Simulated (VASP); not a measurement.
# BiB (I-4m2) in VASP: notebook

The runs below take BiB through single point, with PBE, r2SCAN.

All numbers are computed with VASP 6.6.1; they aren't measurements. Logs are shortened: lines on timing, memory, paths and dates and some standing lists are left out, and cuts for length are marked.

### 1 The cell of the first run

The structure is tetragonal, space group I-4m2 (No. 119). The conventional cell has a = 3.882 Å, b = 3.882 Å, c = 5.210 Å, α = 90.00°, β = 90.00°, γ = 90.00°. Within 3.1 Å of B (site symmetry -4m2) lie 4 Bi at 2.34 Å. Within 3.1 Å of Bi (site symmetry -4m2) lie 4 B at 2.34 Å.

### 2 Single point, PBE (uniaxial x strain -5.1%)

INCAR

```
PREC = Accurate ; ENCUT = 520
EDIFF = 1E-6 ; ISMEAR = -1
SIGMA = 0.02 ; LREAL = False
LASPH = True ; NELM = 60
ALGO = Normal ; ISIF = 2
LWAVE = False ; LCHARG = False
GGA = PE ; NBANDS = 16
```

KPOINTS

```
regular mesh
0
Gamma
  8 8 8
```

POSCAR

```
BiB
1.0
    0.0000000000      2.7448744688      2.7448744688
    2.6048858709      0.0000000000      2.7448744688
    2.6048858709      2.7448744688      0.0000000000
B Bi
1 1
Direct
    0.0000000000      0.0000000000      0.0000000000
    0.2500000000      0.2500000000      0.2500000000
```

Potentials or basis: VASP PAW PBE potentials, release 64 (B, Bi_d).

The run is started by

```console
$ cat potpaw_PBE.64/B/POTCAR potpaw_PBE.64/Bi_d/POTCAR > POTCAR
$ mpirun -np 1 vasp_std > vasp.out
```

OUTCAR:

```text
PREC = Accurate
   ENCUT = 520
   EDIFF = 1E-6
   ISMEAR = -1
   LREAL = False
   LASPH = True
   NELM = 60
   ISIF = 2
   GGA = PE

 ion  position               nearest neighbor table
   1  0.000  0.000  0.000-   2 2.34   2 2.34   2 2.34   2 2.34
   2  0.250  0.250  0.250-   1 2.34   1 2.34   1 2.34   1 2.34

  LATTYP: Found a body centered tetragonal cell.
 ALAT       =     3.8818387008
 C/A-ratio  =     1.3420886707

  Lattice vectors:

 A1 = (  -2.6048858709,   0.0000000000,  -2.7448744688)
 A2 = (  -2.6048858709,   0.0000000000,   2.7448744688)
 A3 = (   2.6048858709,   2.7448744688,   0.0000000000)

Analysis of symmetry for initial positions (statically):
=====================================================================
 Subroutine PRICEL returns:
 Original cell was already a primitive cell.

 Routine SETGRP: Setting up the symmetry group for a
 body centered tetragonal supercell.

 Subroutine GETGRP returns: Found  8 space group operations
 (whereof  8 operations were pure point group operations)
 out of a pool of 16 trial point group operations.

The static configuration has the point symmetry D_2d.

Analysis of symmetry for dynamics (positions and initial velocities):
=====================================================================
 Subroutine PRICEL returns:
 Original cell was already a primitive cell.

 Routine SETGRP: Setting up the symmetry group for a
 body centered tetragonal supercell.

 Subroutine GETGRP returns: Found  8 space group operations
 (whereof  8 operations were pure point group operations)
 out of a pool of 16 trial point group operations.

The dynamic configuration has the point symmetry D_2d.

 Subroutine INISYM returns: Found  8 space group operations
 (whereof  8 operations are pure point group operations),
 and found     1 'primitive' translations

----------------------------------------------------------------------------------------

                                     Primitive cell

  volume of cell :      39.2522

  direct lattice vectors                    reciprocal lattice vectors
     0.000000000  2.744874469  2.744874469    -0.191946989  0.182157693  0.182157693
     2.604885871  0.000000000  2.744874469     0.191946989 -0.182157693  0.182157693
     2.604885871  2.744874469  0.000000000     0.191946989  0.182157693 -0.182157693

  length of vectors
     3.881838701  3.784146700  3.784146700     0.321257680  0.321257680  0.321257680

  position of ions in fractional coordinates (direct lattice)
     0.000000000  0.000000000  0.000000000
     0.250000000  0.250000000  0.250000000

  ion indices of the primitive-cell ions
   primitive index   ion index
                 1           1
                 2           2

----------------------------------------------------------------------------------------

 KPOINTS: regular mesh

Automatic generation of k-mesh.
 Grid dimensions read from file:
 generate k-points for:    8    8    8

 Generating k-lattice:

  Cartesian coordinates                     Fractional coordinates (reciprocal lattice)
    -0.023993374  0.022769712  0.022769712     0.125000000  0.000000000  0.000000000
     0.023993374 -0.022769712  0.022769712     0.000000000  0.125000000  0.000000000
     0.023993374  0.022769712 -0.022769712     0.000000000  0.000000000  0.125000000

  Length of vectors
     0.040157210  0.040157210  0.040157210

  Shift w.r.t. Gamma in fractional coordinates (k-lattice)
     0.000000000  0.000000000  0.000000000

 Subroutine IBZKPT returns following result:
 ===========================================

 Found     59 irreducible k-points:

 Following reciprocal coordinates:
            Coordinates               Weight
  0.000000  0.000000  0.000000      1.000000
  0.125000  0.000000  0.000000      8.000000
  0.250000  0.000000  0.000000      8.000000
  0.375000  0.000000  0.000000      8.000000
  0.500000  0.000000  0.000000      4.000000
  0.125000  0.125000  0.000000      4.000000
[... 16 lines left out ...]
  0.250000  0.125000  0.125000      4.000000
  0.375000  0.125000  0.125000      8.000000
 [... further k-points ...]
   k-points           NKPTS =     59   k-points in BZ     NKDIM =     59   number of bands    NBANDS=     16
   number of dos      NEDOS =    301   number of ions     NIONS =      2
   total plane-waves  NPLWV =  23520
   dimension x,y,z NGX =    30 NGY =   28 NGZ =   28
   dimension x,y,z NGXF=    60 NGYF=   56 NGZF=   56
   ions per type =               1   1
   NGX,Y,Z   is equivalent  to a cutoff of  12.85, 12.30, 12.30 a.u.
   NGXF,Y,Z  is equivalent  to a cutoff of  25.70, 24.60, 24.60 a.u.
 SYSTEM =  unknown system
   PREC   = accura    normal or accurate (medium, high low for compatibility)
   ISTART =      0    job   : 0-new  1-cont  2-samecut
   ICHARG =      2    charge: 1-file 2-atom 10-const
   ISPIN  =      1    spin polarized calculation?
   LNONCOLLINEAR =      F non collinear calculations
   LSORBIT =      F    spin-orbit coupling
   LASPH  =      T    aspherical Exc in radial PAW
   ENCUT  =  520.0 eV  38.22 Ry    6.18 a.u.   7.22  7.04  7.04*2*pi/ulx,y,z
   NELM   =     60;   NELMIN=  2; NELMDL= -5     # of ELM steps
   EDIFF  = 0.1E-05   stopping-criterion for ELM
   LREAL  =      F    real-space projection
   EDIFFG = 0.1E-04   stopping-criterion for IOM
   NSW    =      0    number of steps for IOM
   IBRION =     -1    ionic relax: 0-MD 1-quasi-New 2-CG
   NFREE  =      0    steps in history (QN), initial steepest desc. (CG)
   ISIF   =      2    stress and relaxation
   ISYM   =      2    0-nonsym 1-usesym 2-fastsym
   POTIM  = 0.5000    time-step for ionic-motion
   TEBEG  =    0.0;   TEEND  =   0.0 temperature during run
   PSTRESS=    0.0 pullay stress
   NELECT =      18.0000    total number of electrons
   NUPDOWN=      -1.0000    fix difference up-down
   EMIN   =  10.00;   EMAX   =-10.00  energy-range for DOS
   EFERMI =   0.00;   METHOD = LEGACY
   ISMEAR =    -1;   SIGMA  =   0.02  broadening in eV -4-tet -1-fermi 0-gaus
   EFERMI_NEDOS =   21; number of points for ismear=-14 and -15
   IALGO  =     38    algorithm
   IMIX   =      4    mixing-type and parameters
     AMIX     =   0.40;   BMIX     =  1.00
     AMIX_MAG =   1.60;   BMIX_MAG =  1.00
  volume/ion in A,a.u.               =      19.63       132.44
  Fermi-wavevector in a.u.,A,eV,Ry     =   1.262441  2.385668 21.684386  1.593757
  Thomas-Fermi vector in A             =   2.395849
   LORBIT       =      0    0 simple, 1 ext, 2 COOP (PROOUT), +10 PAW based schemes
   GGA     = PE    functional components
   LHFCALC =     F    Hartree Fock is set to
   AEXX    =    0.0000 exact exchange contribution
   IVDW    =     0    specifies the selected vdW correction
   LEPSILON=     F    determine dielectric tensor
   LRPA    =     F    only Hartree local field effects (RPA)
 non-spin polarized calculation
  energy-cutoff  :      520.00
  volume of cell :       39.25
 maximum number of plane-waves:      1076
 NGX is ok and might be reduce to    30
   NGX = 15   NGY = 15   NGZ = 15

 number of electron      18.0000000 magnetization

 Free energy of the ion-electron system (eV)
  ---------------------------------------------------
  ext. energy  EPLUGINS =         0.00000000
  ---------------------------------------------------
  free energy    TOTEN  =        -8.92291115 eV

  energy without entropy =       -8.92279395  energy(sigma->0) =       -8.92285255

 E-fermi :   8.0575     XC(G=0): -10.2725

 val. band max:        8.0422135054   @ k =   0.0000   0.0000   0.0000
 cond. band min:       8.0908693087   @ k =   0.0000   0.3750   0.3750
 fundamental gap:      0.0486558033
 Fermi energy:         8.0575183147

 k-point     1 :       0.0000    0.0000    0.0000
  band No.  band energies     occupation
      1     -15.4748      2.00000
      2     -15.4748      2.00000
      3     -15.4476      2.00000
      4     -15.3657      2.00000
      5     -15.3647      2.00000
      6      -6.7812      2.00000
[... 8 lines left out ...]
     15      18.0378      0.00000
     16      18.0378      0.00000

 k-point     2 :       0.1250    0.0000    0.0000
  band No.  band energies     occupation
      1     -15.4708      2.00000
      2     -15.4672      2.00000
      3     -15.4437      2.00000
      4     -15.3664      2.00000
      5     -15.3632      2.00000
      6      -6.5688      2.00000
[... 8 lines left out ...]
     15      17.2098      0.00000
     16      17.4786      0.00000

 k-point     3 :       0.2500    0.0000    0.0000
  band No.  band energies     occupation
      1     -15.4644      2.00000
      2     -15.4529      2.00000
      3     -15.4347      2.00000
      4     -15.3645      2.00000
      5     -15.3552      2.00000
      6      -5.9565      2.00000
[... 8 lines left out ...]
     15      17.1387      0.00000
     16      17.5317      0.00000

 k-point     4 :       0.3750    0.0000    0.0000
  band No.  band energies     occupation
      1     -15.4611      2.00000
      2     -15.4454      2.00000
      3     -15.4296      2.00000
      4     -15.3560      2.00000
      5     -15.3401      2.00000
      6      -5.0841      2.00000
[... 8 lines left out ...]
     15      18.2057      0.00000
     16      18.2979      0.00000

 k-point     5 :       0.5000    0.0000    0.0000
  band No.  band energies     occupation
      1     -15.4604      2.00000
      2     -15.4441      2.00000
      3     -15.4290      2.00000
      4     -15.3505      2.00000
      5     -15.3320      2.00000
      6      -4.5422      2.00000
[... 8 lines left out ...]
     15      19.0692      0.00000
     16      19.4361      0.00000

 k-point     6 :       0.1250    0.1250    0.0000
  band No.  band energies     occupation
      1     -15.4815      2.00000
      2     -15.4583      2.00000
      3     -15.4358      2.00000
      4     -15.3703      2.00000
      5     -15.3602      2.00000
      6      -6.5067      2.00000
[... 8 lines left out ...]
     15      15.7930      0.00000
     16      18.6798      0.00000

 k-point     7 :       0.2500    0.1250    0.0000
  band No.  band energies     occupation
      1     -15.4813      2.00000
      2     -15.4417      2.00000
      3     -15.4247      2.00000
      4     -15.3725      2.00000
      5     -15.3544      2.00000
      6      -6.0332      2.00000
[... 8 lines left out ...]
     15      17.1695      0.00000
     16      18.7148      0.00000

 k-point     8 :       0.3750    0.1250    0.0000
  band No.  band energies     occupation
      1     -15.4722      2.00000
      2     -15.4338      2.00000
      3     -15.4196      2.00000
      4     -15.3646      2.00000
      5     -15.3450      2.00000
      6      -5.2316      2.00000
[... 8 lines left out ...]
     15      17.5886      0.00000
     16      19.1267      0.00000

 k-point     9 :       0.5000    0.1250    0.0000
  band No.  band energies     occupation
      1     -15.4627      2.00000
      2     -15.4355      2.00000
      3     -15.4199      2.00000
      4     -15.3546      2.00000
      5     -15.3384      2.00000
      6      -4.4738      2.00000
[... 8 lines left out ...]
     15      18.3824      0.00000
     16      19.4132      0.00000
[... 172 lines left out ...]
 k-point    19 :       0.5000    0.3750    0.0000
  band No.  band energies     occupation
      1     -15.5069      2.00000
      2     -15.4013      2.00000
      3     -15.3739      2.00000
      4     -15.3684      2.00000
      5     -15.3353      2.00000
      6      -3.8694      2.00000
[... 8 lines left out ...]
     15      20.5546      0.00000
     16      21.0450      0.00000

 k-point    20 :      -0.3750    0.3750    0.0000
  band No.  band energies     occupation
      1     -15.4856      2.00000
      2     -15.3973      2.00000
      3     -15.3805      2.00000
      4     -15.3753      2.00000
      5     -15.3449      2.00000
      6      -3.6618      2.00000
[... 8 lines left out ...]
     15      19.3519      0.00000
     16      20.9170      0.00000

 k-point    21 :       0.5000    0.5000    0.0000
  band No.  band energies     occupation
      1     -15.5184      2.00000
      2     -15.4068      2.00000
      3     -15.3657      2.00000
      4     -15.3584      2.00000
      5     -15.3310      2.00000
      6      -3.6382      2.00000
[... 8 lines left out ...]
     15      20.4213      0.00000
     16      21.5007      0.00000

 k-point    22 :       0.0000    0.1250    0.1250
  band No.  band energies     occupation
      1     -15.4591      2.00000
      2     -15.4591      2.00000
      3     -15.4561      2.00000
      4     -15.3725      2.00000
      5     -15.3579      2.00000
      6      -6.4791      2.00000
[... 8 lines left out ...]
     15      16.6254      0.00000
     16      18.7967      0.00000

 k-point    23 :       0.2500    0.1250    0.1250
  band No.  band energies     occupation
      1     -15.4706      2.00000
      2     -15.4581      2.00000
      3     -15.4315      2.00000
      4     -15.3660      2.00000
      5     -15.3615      2.00000
      6      -6.2388      2.00000
[... 8 lines left out ...]
     15      16.6640      0.00000
     16      16.9699      0.00000

 k-point    24 :       0.3750    0.1250    0.1250
  band No.  band energies     occupation
      1     -15.4628      2.00000
      2     -15.4417      2.00000
      3     -15.4272      2.00000
      4     -15.3600      2.00000
      5     -15.3566      2.00000
      6      -5.5349      2.00000
[... 8 lines left out ...]
     15      16.8783      0.00000
     16      18.7322      0.00000

 [... further k-points ...]

------------------------ aborting loop because EDIFF is reached ----------------------------------------

  FORCE on cell =-STRESS in cart. coord.  units (eV):
  Direction    XX          YY          ZZ          XY          YZ          ZX
  --------------------------------------------------------------------------------------
  -------------------------------------------------------------------------------------
  Total        2.1624627      1.0735502      1.0735502      0.0000000      0.0000000      0.0000000
  in kB       88.2664239     43.8196849     43.8196849      0.0000000      0.0000000      0.0000000
  external PRESSURE =      58.6352646 kB  Pullay stress =       0.0000000 kB

 VOLUME and BASIS-vectors are now :
 -----------------------------------------------------------------------------
  energy-cutoff  :      520.00
  volume of cell :       39.25
      direct lattice vectors                 reciprocal lattice vectors
     0.000000000  2.744874469  2.744874469    -0.191946989  0.182157693  0.182157693
     2.604885871  0.000000000  2.744874469     0.191946989 -0.182157693  0.182157693
     2.604885871  2.744874469  0.000000000     0.191946989  0.182157693 -0.182157693

 POSITION                                       TOTAL-FORCE (eV/Angst)
 -----------------------------------------------------------------------------------
      0.00000      0.00000      0.00000         0.000000      0.000000      0.000000
      1.30244      1.37244      1.37244         0.000000     -0.000000     -0.000000
 -----------------------------------------------------------------------------------
    total drift:                               -0.000001      0.000001      0.000001

  FREE ENERGIE OF THE ION-ELECTRON SYSTEM (eV)
  ---------------------------------------------------
  free  energy   TOTEN  =        -8.9229111544 eV

  energy  without entropy=       -8.9227939458  energy(sigma->0) =       -8.92285255
```

It took 31 s on 1 thread of Intel Xeon Platinum 8488C (Sapphire Rapids), shared host; peak memory 0.18 GiB.

What came out:

```yaml
Free_energy: -8.9229 eV
Pressure: 5.9 GPa
Band_gap_on_the_k_mesh: 0.05 eV, indirect (least direct gap 0.39 eV)
```

Caveat: the cell differs from its parent crystal (uniaxial x strain -5.1%); spin-orbit coupling is left out, which moves the levels of the heavy elements. A k mesh can miss the band edges.

(Part 1 of 2 ends here.)
